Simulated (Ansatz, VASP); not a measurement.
# LiF: VASP beside Ansatz

```
CELL_PARAMETERS angstrom
0.00000 2.03500 2.03500
2.03500 0.00000 2.03500
2.03500 2.03500 0.00000
ATOMIC_POSITIONS crystal
Li 0.00000 0.00000 0.00000
F 0.50000 0.50000 0.50000
```

Alike in both runs: task single point; functional r2SCAN; k mesh 6 × 6 × 6; occupations fermi-dirac, width 0.02 eV; no spin polarisation.

|  | VASP | Ansatz |
| --- | --- | --- |
| version | VASP 6.6.1 | Ansatz 0.2.0 development build |
| potentials or method | VASP PAW PBE potentials, release 64 (Li_sv, F), cutoff 520 eV | plane waves, all-electron PAW datasets generated for the crystal |

|  | VASP | Ansatz | Ansatz less VASP |
| --- | --- | --- | --- |
| gap on the k mesh at the Fermi level (eV) | 9.97 | 9.77 | -0.191 |

VASP's potentials were made for PBE, not for r2SCAN. Ansatz ran all-electron here, and VASP with PAW potentials.

The k mesh is coarse, so the values compare programs but aren't converged. Noted on VASP's run: the cutoff is short for stress, so the pressure is rough.
